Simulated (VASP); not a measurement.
# CaO (Lime) (Fm-3m) in VASP: notebook

Runs on CaO (Lime). Level: PBEsol. Tasks: single point.

Program: VASP 6.6.1. These are calculated values, not measurements. Logs are shortened: lines on timing, memory, paths and dates and some standing lists are left out, and cuts for length are marked.

## 1. The cell of the first run

It takes space group Fm-3m (No. 225, cubic). The conventional cell has a = 4.681 Å, b = 4.681 Å, c = 4.681 Å, α = 90.00°, β = 90.00°, γ = 90.00°. Ca (site symmetry m-3m) has 6 O at 2.34 Å within 3.1 Å. O (site symmetry m-3m) has 6 Ca at 2.34 Å within 3.1 Å.

## 2. Single point, PBEsol

Contents of INCAR:

```
SYSTEM = CaO
ALGO = Normal ; EDIFF = 1E-6
ENCUT = 520 ; GGA = PS
ISIF = 2 ; ISMEAR = 0
LASPH = .TRUE. ; LCHARG = .TRUE.
LELF = .TRUE. ; LREAL = .FALSE.
LVHAR = .TRUE. ; LWAVE = .FALSE.
NBANDS = 15 ; NELM = 80
PREC = Accurate ; SIGMA = 0.01
```

Contents of KPOINTS:

```
k-points
0
G
  8 8 8
  0 0 0
```

Contents of POSCAR:

```
CaO
1.0
    0.0000000000      2.3405350103      2.3405350103
    2.3405350103      0.0000000000      2.3405350103
    2.3405350103      2.3405350103      0.0000000000
Ca O
1 1
Direct
    0.0000000000      0.0000000000      0.0000000000
    0.5000000000      0.5000000000      0.5000000000
```

Potentials or basis: VASP PAW PBE potentials, release 64 (Ca_sv, O).

The run is started by

```sh
$ cat potpaw_PBE.64/Ca_sv/POTCAR potpaw_PBE.64/O/POTCAR > POTCAR
$ mpirun -np 1 vasp_std > vasp.out
```

OUTCAR:

```text
SYSTEM = CaO
   EDIFF = 1E-6
   ENCUT = 520
   GGA = PS
   ISIF = 2
   ISMEAR = 0
   LASPH = .TRUE.
   LREAL = .FALSE.
   NELM = 80
   PREC = Accurate

 ion  position               nearest neighbor table
   1  0.000  0.000  0.000-   2 2.34   2 2.34   2 2.34   2 2.34   2 2.34   2 2.34
   2  0.500  0.500  0.500-   1 2.34   1 2.34   1 2.34   1 2.34   1 2.34   1 2.34

  LATTYP: Found a face centered cubic cell.
 ALAT       =     4.6810700206

  Lattice vectors:

 A1 = (   0.0000000000,   2.3405350103,   2.3405350103)
 A2 = (   2.3405350103,   0.0000000000,   2.3405350103)
 A3 = (   2.3405350103,   2.3405350103,   0.0000000000)

Analysis of symmetry for initial positions (statically):
=====================================================================
 Subroutine PRICEL returns:
 Original cell was already a primitive cell.

 Routine SETGRP: Setting up the symmetry group for a
 face centered cubic supercell.

 Subroutine GETGRP returns: Found 48 space group operations
 (whereof 48 operations were pure point group operations)
 out of a pool of 48 trial point group operations.

The static configuration has the point symmetry O_h .

Analysis of symmetry for dynamics (positions and initial velocities):
=====================================================================
 Subroutine PRICEL returns:
 Original cell was already a primitive cell.

 Routine SETGRP: Setting up the symmetry group for a
 face centered cubic supercell.

 Subroutine GETGRP returns: Found 48 space group operations
 (whereof 48 operations were pure point group operations)
 out of a pool of 48 trial point group operations.

The dynamic configuration has the point symmetry O_h .

 Subroutine INISYM returns: Found 48 space group operations
 (whereof 48 operations are pure point group operations),
 and found     1 'primitive' translations

----------------------------------------------------------------------------------------

                                     Primitive cell

  volume of cell :      25.6434

  direct lattice vectors                    reciprocal lattice vectors
     0.000000000  2.340535010  2.340535010    -0.213626371  0.213626371  0.213626371
     2.340535010  0.000000000  2.340535010     0.213626371 -0.213626371  0.213626371
     2.340535010  2.340535010  0.000000000     0.213626371  0.213626371 -0.213626371

  length of vectors
     3.310016355  3.310016355  3.310016355     0.370011728  0.370011728  0.370011728

  position of ions in fractional coordinates (direct lattice)
     0.000000000  0.000000000  0.000000000
     0.500000000  0.500000000  0.500000000

  ion indices of the primitive-cell ions
   primitive index   ion index
                 1           1
                 2           2

----------------------------------------------------------------------------------------

 KPOINTS: k-points

Automatic generation of k-mesh.
 Grid dimensions read from file:
 generate k-points for:    8    8    8

 Generating k-lattice:

  Cartesian coordinates                     Fractional coordinates (reciprocal lattice)
    -0.026703296  0.026703296  0.026703296     0.125000000  0.000000000  0.000000000
     0.026703296 -0.026703296  0.026703296     0.000000000  0.125000000  0.000000000
     0.026703296  0.026703296 -0.026703296     0.000000000  0.000000000  0.125000000

  Length of vectors
     0.046251466  0.046251466  0.046251466

  Shift w.r.t. Gamma in fractional coordinates (k-lattice)
     0.000000000  0.000000000  0.000000000

 Subroutine IBZKPT returns following result:
 ===========================================

 Found     29 irreducible k-points:

 Following reciprocal coordinates:
            Coordinates               Weight
  0.000000  0.000000  0.000000      1.000000
  0.125000  0.000000  0.000000      8.000000
  0.250000  0.000000  0.000000      8.000000
  0.375000  0.000000  0.000000      8.000000
  0.500000  0.000000  0.000000      4.000000
  0.125000  0.125000  0.000000      6.000000
[... 16 lines left out ...]
  0.500000  0.250000  0.125000     48.000000
 -0.375000  0.250000  0.125000     24.000000
 [... further k-points ...]
   k-points           NKPTS =     29   k-points in BZ     NKDIM =     29   number of bands    NBANDS=     15
   number of dos      NEDOS =    301   number of ions     NIONS =      2
   total plane-waves  NPLWV =  21952
   dimension x,y,z NGX =    28 NGY =   28 NGZ =   28
   dimension x,y,z NGXF=    56 NGYF=   56 NGZF=   56
   ions per type =               1   1
   NGX,Y,Z   is equivalent  to a cutoff of  14.06, 14.06, 14.06 a.u.
   NGXF,Y,Z  is equivalent  to a cutoff of  28.13, 28.13, 28.13 a.u.
 SYSTEM =  CaO
   PREC   = accura    normal or accurate (medium, high low for compatibility)
   ISTART =      0    job   : 0-new  1-cont  2-samecut
   ICHARG =      2    charge: 1-file 2-atom 10-const
   ISPIN  =      1    spin polarized calculation?
   LNONCOLLINEAR =      F non collinear calculations
   LSORBIT =      F    spin-orbit coupling
   LASPH  =      T    aspherical Exc in radial PAW
   ENCUT  =  520.0 eV  38.22 Ry    6.18 a.u.   6.15  6.15  6.15*2*pi/ulx,y,z
   NELM   =     80;   NELMIN=  2; NELMDL= -5     # of ELM steps
   EDIFF  = 0.1E-05   stopping-criterion for ELM
   LREAL  =      F    real-space projection
   EDIFFG = 0.1E-04   stopping-criterion for IOM
   NSW    =      0    number of steps for IOM
   IBRION =     -1    ionic relax: 0-MD 1-quasi-New 2-CG
   NFREE  =      0    steps in history (QN), initial steepest desc. (CG)
   ISIF   =      2    stress and relaxation
   ISYM   =      2    0-nonsym 1-usesym 2-fastsym
   POTIM  = 0.5000    time-step for ionic-motion
   TEBEG  =    0.0;   TEEND  =   0.0 temperature during run
   PSTRESS=    0.0 pullay stress
   NELECT =      16.0000    total number of electrons
   NUPDOWN=      -1.0000    fix difference up-down
   EMIN   =  10.00;   EMAX   =-10.00  energy-range for DOS
   EFERMI =   0.00;   METHOD = LEGACY
   ISMEAR =     0;   SIGMA  =   0.01  broadening in eV -4-tet -1-fermi 0-gaus
   EFERMI_NEDOS =   21; number of points for ismear=-14 and -15
   IALGO  =     38    algorithm
   IMIX   =      4    mixing-type and parameters
     AMIX     =   0.40;   BMIX     =  1.00
     AMIX_MAG =   1.60;   BMIX_MAG =  1.00
  volume/ion in A,a.u.               =      12.82        86.53
  Fermi-wavevector in a.u.,A,eV,Ry     =   1.398910  2.643556 26.625899  1.956948
  Thomas-Fermi vector in A             =   2.522021
   LORBIT       =      0    0 simple, 1 ext, 2 COOP (PROOUT), +10 PAW based schemes
   GGA     = PS    functional components
   LHFCALC =     F    Hartree Fock is set to
   AEXX    =    0.0000 exact exchange contribution
   IVDW    =     0    specifies the selected vdW correction
   LEPSILON=     F    determine dielectric tensor
   LRPA    =     F    only Hartree local field effects (RPA)
 non-spin polarized calculation
 Gauss-broadening in eV      SIGMA  =   0.01
  energy-cutoff  :      520.00
  volume of cell :       25.64
 maximum number of plane-waves:       701
 NGX is ok and might be reduce to    28
   NGX = 13   NGY = 13   NGZ = 13

 number of electron      16.0000000 magnetization

 Free energy of the ion-electron system (eV)
  ---------------------------------------------------
  ext. energy  EPLUGINS =         0.00000000
  ---------------------------------------------------
  free energy    TOTEN  =       -13.37185523 eV

  energy without entropy =      -13.37185523  energy(sigma->0) =      -13.37185523

 E-fermi :   2.7505     XC(G=0): -11.1364

 val. band max:        2.6656457301   @ k =   0.0000   0.0000   0.0000
 cond. band min:       6.1470811278   @ k =   0.5000   0.5000   0.0000
 fundamental gap:      3.4814353977
 Fermi energy:         2.7504996013

 k-point     1 :       0.0000    0.0000    0.0000
  band No.  band energies     occupation
      1     -34.4161      2.00000
      2     -15.1875      2.00000
      3     -15.1875      2.00000
      4     -15.1875      2.00000
      5     -12.9350      2.00000
      6       2.6656      2.00000
      7       2.6656      2.00000
      8       2.6656      2.00000
      9       7.8945      0.00000
     10       9.0332      0.00000
     11       9.0332      0.00000
     12       9.0332      0.00000
     13      10.7165      0.00000
     14      10.7165      0.00000
     15      17.9769      0.00000

 k-point     2 :       0.1250    0.0000    0.0000
  band No.  band energies     occupation
      1     -34.3941      2.00000
      2     -15.5221      2.00000
      3     -15.1976      2.00000
      4     -15.1976      2.00000
      5     -12.5950      2.00000
      6       2.0897      2.00000
      7       2.4181      2.00000
      8       2.4181      2.00000
      9       8.5948      0.00000
     10       8.9985      0.00000
     11       9.3308      0.00000
     12       9.3308      0.00000
     13      11.1432      0.00000
     14      11.1432      0.00000
     15      18.6852      0.00000

 k-point     3 :       0.2500    0.0000    0.0000
  band No.  band energies     occupation
      1     -34.3405      2.00000
      2     -16.1189      2.00000
      3     -15.2214      2.00000
      4     -15.2214      2.00000
      5     -11.9828      2.00000
      6       0.9967      2.00000
      7       1.8947      2.00000
      8       1.8947      2.00000
      9       9.0879      0.00000
     10      10.1044      0.00000
     11      10.1149      0.00000
     12      10.1149      0.00000
     13      12.1620      0.00000
     14      12.1620      0.00000
     15      19.3346      0.00000

 k-point     4 :       0.3750    0.0000    0.0000
  band No.  band energies     occupation
      1     -34.2862      2.00000
      2     -16.5817      2.00000
      3     -15.2449      2.00000
      4     -15.2449      2.00000
      5     -11.4996      2.00000
      6       0.1080      2.00000
      7       1.4453      2.00000
      8       1.4453      2.00000
      9       9.6267      0.00000
     10      11.0350      0.00000
     11      11.0350      0.00000
     12      11.2982      0.00000
     13      13.2646      0.00000
     14      13.2646      0.00000
     15      18.4227      0.00000
[... 307 lines left out ...]
 k-point    22 :       0.3750    0.2500    0.1250
  band No.  band energies     occupation
      1     -34.3015      2.00000
      2     -16.1659      2.00000
      3     -15.4027      2.00000
      4     -15.2698      2.00000
      5     -11.9431      2.00000
      6       0.6779      2.00000
      7       1.7769      2.00000
      8       2.1180      2.00000
      9       8.0858      0.00000
     10      10.2852      0.00000
     11      10.8992      0.00000
     12      11.2961      0.00000
     13      12.1462      0.00000
     14      13.5123      0.00000
     15      19.8986      0.00000

 k-point    23 :       0.5000    0.2500    0.1250
  band No.  band energies     occupation
      1     -34.2585      2.00000
      2     -16.3665      2.00000
      3     -15.4902      2.00000
      4     -15.3203      2.00000
      5     -11.7727      2.00000
      6       0.4980      2.00000
      7       1.4555      2.00000
      8       1.7587      2.00000
      9       8.6650      0.00000
     10      10.5689      0.00000
     11      11.5772      0.00000
     12      11.7786      0.00000
     13      13.2441      0.00000
     14      14.4975      0.00000
     15      18.3653      0.00000

 k-point    24 :      -0.3750    0.2500    0.1250
  band No.  band energies     occupation
      1     -34.2405      2.00000
      2     -16.4467      2.00000
      3     -15.5100      2.00000
      4     -15.3555      2.00000
      5     -11.7087      2.00000
      6       0.4445      2.00000
      7       1.4420      2.00000
      8       1.4768      2.00000
      9       9.6744      0.00000
     10       9.7404      0.00000
     11      11.9140      0.00000
     12      12.2261      0.00000
     13      13.5681      0.00000
     14      15.3133      0.00000
     15      17.4809      0.00000

 [... further k-points ...]

------------------------ aborting loop because EDIFF is reached ----------------------------------------

  FORCE on cell =-STRESS in cart. coord.  units (eV):
  Direction    XX          YY          ZZ          XY          YZ          ZX
  --------------------------------------------------------------------------------------
  -------------------------------------------------------------------------------------
  Total        1.2637769      1.2637769      1.2637769     -0.0000000     -0.0000000     -0.0000000
  in kB       78.9597147     78.9597147     78.9597147     -0.0000000     -0.0000000     -0.0000000
  external PRESSURE =      78.9597147 kB  Pullay stress =       0.0000000 kB

 VOLUME and BASIS-vectors are now :
 -----------------------------------------------------------------------------
  energy-cutoff  :      520.00
  volume of cell :       25.64
      direct lattice vectors                 reciprocal lattice vectors
     0.000000000  2.340535010  2.340535010    -0.213626371  0.213626371  0.213626371
     2.340535010  0.000000000  2.340535010     0.213626371 -0.213626371  0.213626371
     2.340535010  2.340535010  0.000000000     0.213626371  0.213626371 -0.213626371

 POSITION                                       TOTAL-FORCE (eV/Angst)
 -----------------------------------------------------------------------------------
      0.00000      0.00000      0.00000        -0.000000     -0.000000     -0.000000
      2.34054      2.34054      2.34054         0.000000      0.000000      0.000000
 -----------------------------------------------------------------------------------
    total drift:                                0.000000      0.000000      0.000000

  FREE ENERGIE OF THE ION-ELECTRON SYSTEM (eV)
  ---------------------------------------------------
  free  energy   TOTEN  =       -13.3718552282 eV

  energy  without entropy=      -13.3718552282  energy(sigma->0) =      -13.37185523
```

It took 20 s on 1 thread of Intel Xeon 8259CL, shared host; peak memory 0.16 GiB.

Results:

| Quantity | Value |
| --- | --- |
| Free energy | -13.3719 eV |
| Pressure | 7.9 GPa |
| Band gap on the k mesh | 3.48 eV, indirect (least direct gap 3.84 eV) |

Levels at points of the mesh, in eV from the valence-band top:
| k point | band 5 | band 6 | band 7 | band 8 | band 9 | band 10 | band 11 | band 12 |
| --- | --- | --- | --- | --- | --- | --- | --- | --- |
| (0.00, 0.00, 0.00) | -15.60 | 0.00 | 0.00 | 0.00 | 5.23 | 6.37 | 6.37 | 6.37 |
| (0.50, 0.00, 0.00) | -13.99 | -2.89 | -1.39 | -1.39 | 7.39 | 8.80 | 8.80 | 8.95 |
| (0.50, 0.50, 0.00) | -15.37 | -1.27 | -0.35 | -0.35 | 3.48 | 8.65 | 9.37 | 10.13 |

Caveat: the PAW data sets were made with another functional, which shifts forces and pressure a little. Expect the measured gap to be larger: semilocal functionals such as PBEsol lack the derivative discontinuity.

## 3. Single point, PBEsol

This run uses another cell than the first one, of 13.38 Å³/atom, 1.043 times its volume.

Contents of INCAR:

```
ALGO     = Normal         # electronic algorithm
EDIFF    = 1E-6           # SCF threshold, eV
ENCUT    = 520            # plane-wave cutoff, eV
GGA      = PS             # functional
ISIF     = 2              # what is computed and relaxed
ISMEAR   = 0              # smearing method
LASPH    = T              # aspherical terms in the spheres
LCHARG   = T              # write CHGCAR
LELF     = T              # ELF
LREAL    = F              # projectors in reciprocal space
LVHAR    = T            
LWAVE    = F              # write WAVECAR
NBANDS   = 15             # bands
NELM     = 60             # most SCF steps
PREC     = Accurate       # precision mode
SIGMA    = 0.01           # smearing width, eV
```

Contents of KPOINTS:

```
k-points
0
Gamma
  8 8 8
```

Contents of POSCAR:

```
CaO
1.0
    0.0000000000      2.3739757428      2.3739757428
    2.3739757428      0.0000000000      2.3739757428
    2.3739757428      2.3739757428      0.0000000000
Ca O
1 1
Direct
    0.0000000000      0.0000000000      0.0000000000
    0.5000000000      0.5000000000      0.5000000000
```

Potentials or basis: VASP PAW PBE potentials, release 64 (Ca_sv, O).

The run is started by

```sh
$ cat potpaw_PBE.64/Ca_sv/POTCAR potpaw_PBE.64/O/POTCAR > POTCAR
$ mpirun -np 1 vasp_std > vasp.out
```

It took 18 s on 1 thread of Intel Xeon 8259CL, shared host; peak memory 0.16 GiB.

Results (log left out):

```yaml
Free_energy: -13.4076 eV
Pressure: 2.1 GPa
Band_gap_on_the_k_mesh: 3.51 eV, indirect (least direct gap 3.88 eV)
```

Levels at points of the mesh, in eV from the valence-band top:
```
           k point  band 4  band 5  band 6  band 7  band 8  band 9  band 10  band 11  band 12  band 13
(0.00, 0.00, 0.00)  -18.05  -15.52    0.00    0.00    0.00    4.86     6.28     6.28     6.28     7.88
(0.50, 0.00, 0.00)  -18.11  -14.11   -2.78   -1.30   -1.30    7.19     8.57     8.57     8.61    10.79
(0.50, 0.50, 0.00)  -18.32  -15.27   -1.30   -0.37   -0.37    3.51     8.32     9.13     9.84     9.84
```

Caveat: the PAW data sets were made with another functional, which shifts forces and pressure a little.

(Continued in part 2 of 2.)
